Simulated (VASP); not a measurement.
Write the native input for VASP 6.6.1 that does the following.

- Task: single point
- Functional: PBE
- Potentials or basis: VASP PAW PBE potentials, release 64 (Sc_sv, Pt_sv_GW, S)
- Cutoff: 570 eV
- k mesh: 6 × 6 × 4
- Occupations: gaussian, width 0.1 eV
- Spin: no spin polarisation
- Dipole correction: no
- Further INCAR settings: ALGO = Normal; EDIFF = 1e-06; NBANDS = 44

The structure of ScPt3S lies in POSCAR:

```
ScPt3S
1.0
    4.5099410813      0.0000000000      0.0000000000
   -2.2549705406      3.9057235460      0.0000000000
    0.0000000000      0.0000000000      5.2973978927
Sc Pt S
1 3 1
Direct
    0.3333333333      0.6666666667      0.5000000000
    0.0000000000      0.0000000000      0.7502281838
    0.0000000000      0.0000000000      0.2497718162
    0.6666666667      0.3333333333      0.5000000000
    0.6666666667      0.3333333333      0.0000000000
```

The cell was generated, and may not be a known phase.

One way to write it, as run:

INCAR

```
SYSTEM = ScPt3S
ALGO = Normal
EDIFF = 1E-6
ENCUT = 570
GGA = PE
GGA_COMPAT = .False.
ISIF = 2
ISMEAR = 0
LASPH = .True.
LCHARG = .False.
LREAL = .False.
LWAVE = .False.
NBANDS = 44
NELM = 120
PREC = Accurate
SIGMA = 0.1
```

KPOINTS

```
k-points
0
Gamma
  6 6 4
  0 0 0
```

Potentials or basis: VASP PAW PBE potentials, release 64 (Sc_sv, Pt_sv_GW, S).

Launch:

```console
$ cat potpaw_PBE.64/Sc_sv/POTCAR potpaw_PBE.64/Pt_sv_GW/POTCAR potpaw_PBE.64/S/POTCAR > POTCAR
$ mpirun -np 1 vasp_std > vasp.out
```

Results of the run:

* Pressure: -0.9 GPa
* Largest force: 0.017 eV/Å
* Band gap on the k mesh: zero (an odd number of electrons rules out a gap without spin polarisation)

Caveat: spin-orbit coupling is left out, which moves the levels of the heavy elements.

Wall time 120 s on 1 thread of Intel(R) Xeon(R) Platinum 8259CL CPU @ 2.50GHz (Skylake/Cascade Lake), with other jobs on the host, peak memory 0.27 GiB.
